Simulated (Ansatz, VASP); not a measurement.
## BiTe: VASP beside Ansatz

```xyz
2
Lattice="0.0000 3.1012 3.1492 3.1012 0.0000 3.1492 3.1012 3.1012 0.0000" Properties=species:S:1:pos:R:3 pbc="T T T"
Bi    0.0000    0.0000    0.0000
Te    3.1012    3.1012    3.1492
```

Change from the starting cell: strain -0.030 along x and y, -0.015 along z, atoms carried along.

Alike in both runs: task single point; functional PBEsol; k mesh 16 × 16 × 16; occupations gaussian, width 0.15 eV; no spin polarisation.

```csv
,VASP,Ansatz
version,VASP 6.6.1,Ansatz 0.2.0
potentials or method,"VASP PAW PBE potentials, release 64 (Bi_d, Te), cutoff 500 eV","scalar-relativistic, plane waves, PAW"
valence electrons in the cell,21,31
```

|  | VASP | Ansatz | Ansatz less VASP |
| --- | --- | --- | --- |
| gap on the k mesh at the Fermi level (eV) | none | none | - |
| pressure (GPa) | 5.0 | 5.0 | -0.02 |
| traceless stress, the component that is largest in VASP (GPa) | -1.32 | -1.31 | +0.002 |

VASP's potentials were made for PBE, not for PBEsol. A gap of «none» marks a metal or a gap that the smearing closes. VASP's potentials hold 21 valence electrons a cell and Ansatz's 31, so a difference there can come from the potentials and not from the codes.

Spin-orbit coupling is off throughout.
